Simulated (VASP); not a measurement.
Set up this calculation in VASP 6.6.1, as the native input.

```yaml
Task: single point
Functional: PBEsol
Potentials_or_basis: VASP PAW PBE potentials, release 64 (Lu, As, Br)
Cutoff: 520 eV
k_mesh: 4 × 4 × 4
Occupations: fermi-dirac, width 0.05 eV
Spin: no spin polarisation
Dipole_correction: no
Further_INCAR_settings: ALGO = Normal; EDIFF = 1e-07; NBANDS = 46
```

The structure of LuAsBr6 lies in POSCAR:

```
LuAsBr6
1.0
    3.3234277566      1.9189786966      6.0447506086
   -3.3242899703      1.9192018839      6.0451533171
   -0.0002373948     -3.8373688537      6.0446922105
Lu As Br
1 1 6
Direct
    0.4939893090      0.5040730802      0.5075799139
   -0.0059314968      0.0041611125      0.0074954804
    0.5796085282      0.9279072041      0.2516319950
    0.9179623902      0.2482386142      0.5930337138
    0.7499604238      0.4185029805      0.0836688659
    0.0701539985      0.7599879905      0.4220019830
    0.4084987914      0.0802372574      0.7634208267
    0.2382965789      0.5896687861      0.9313889159
```

These files were run (other wordings do the same):

INCAR

```
SYSTEM = LuAsBr6
PREC = Accurate ; ENCUT = 520
EDIFF = 1E-7 ; ISMEAR = -1
SIGMA = 0.05 ; LREAL = .FALSE.
LASPH = .TRUE. ; NELM = 100
ALGO = Normal ; ISIF = 2
LWAVE = .FALSE. ; LCHARG = .FALSE.
GGA = PS ; NBANDS = 46
```

KPOINTS

```
regular mesh
0
G
  4 4 4
  0 0 0
```

Potentials or basis: VASP PAW PBE potentials, release 64 (Lu, As, Br).

Command:

```console
$ cat potpaw_PBE.64/Lu/POTCAR potpaw_PBE.64/As/POTCAR potpaw_PBE.64/Br/POTCAR > POTCAR
$ mpirun -np 1 vasp_std > vasp.out
```

It gave:

```
Pressure               : 0.1 GPa
Largest force          : 0.015 eV/Å
Band gap on the k mesh : 2.32 eV (least direct gap 2.46 eV)
```

Caveat: the PAW data sets were made with another functional, which shifts forces and pressure a little; spin-orbit coupling is left out, which moves the levels of the heavy elements.

Run time: 8 min on 1 thread of Intel(R) Xeon(R) Platinum 8375C CPU @ 2.90GHz (Ice Lake) (shared host), peak memory 0.64 GiB.
